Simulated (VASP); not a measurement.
Set up this calculation in VASP 6.6.1, as the native input.

* Task: relaxation of cell and atoms
* Functional: PBE
* Potentials or basis: VASP PAW PBE potentials, release 64 (Na_pv, Be)
* Cutoff: 600 eV
* k mesh: 4 × 4 × 4
* Occupations: gaussian, width 0.1 eV
* Spin: no spin polarisation
* Dipole correction: no
* Further INCAR settings: ALGO = Fast; EDIFF = 1e-06; IBRION = 2; EDIFFG = -0.04; NSW = 90; ISIF = 3

The structure of NaBe3 lies in POSCAR:

```
NaBe3
1.0
    3.9797901077      0.0000000000      0.0000000000
    0.0000000000      4.9504480530      0.0000000000
    0.0000000000      0.0000000000      4.1879865211
Na Be
2 6
Direct
    0.0000000000      0.0000000000      0.6700000000
    0.5000000000      0.5000000000      0.3300000000
    0.0000000000      0.2500000000      0.1670000000
    0.0000000000      0.7500000000      0.1670000000
    0.5000000000      0.7500000000      0.8330000000
    0.5000000000      0.2500000000      0.8330000000
    0.5000000000      0.0000000000      0.3300000000
    0.0000000000      0.5000000000      0.6700000000
```

These files were run (other wordings do the same):

INCAR

```
PREC     = Accurate       # precision mode
ENCUT    = 600            # plane-wave cutoff, eV
EDIFF    = 1E-6           # SCF threshold, eV
ISMEAR   = 0              # smearing method
SIGMA    = 0.1            # smearing width, eV
LREAL    = F              # projectors in reciprocal space
LASPH    = T              # aspherical terms in the spheres
NELM     = 80             # most SCF steps
ALGO     = Fast           # electronic algorithm
ISIF     = 3              # what is computed and relaxed
LWAVE    = F              # write WAVECAR
LCHARG   = F              # write CHGCAR
GGA      = PE             # functional
IBRION   = 2              # ionic algorithm
NSW      = 90             # ionic steps
EDIFFG   = -0.04          # ionic threshold
```

KPOINTS

```
regular mesh
0
Gamma
  4 4 4
```

Potentials or basis: VASP PAW PBE potentials, release 64 (Na_pv, Be).

Run with:

```bash
$ cat potpaw_PBE.64/Na_pv/POTCAR potpaw_PBE.64/Be/POTCAR > POTCAR
$ mpirun -np 1 vasp_std > vasp.out
```

Results of the run:

```
Relaxed volume                        : 15.31 Å³/atom
Relaxed cell                          : a = 3.718 Å, b = 6.265 Å, c = 5.257 Å, α = 90.00°, β = 90.00°, γ = 90.00°
Space group after relaxing (to 0.1 Å) : Pmmn (No. 59)
Energy gained by relaxing             : 594.7 meV/atom
Ionic steps                           : 45
Pressure after relaxing               : 0.1 GPa
Largest force after relaxing          : 0.030 eV/Å
Band gap on the k mesh                : zero (bands 13 and 14 overlap by 2.16 eV)
```

Caveat: the k points lie up to 0.42 Å⁻¹ apart in the final cell, too coarse for converged energies and pressures of a metal; the volume moved by over 15 % at a fixed basis, so the end points are rough.

Wall time 21 min on 1 thread of Intel(R) Xeon(R) Platinum 8375C CPU @ 2.90GHz (Ice Lake) (shared host), peak memory 0.22 GiB.
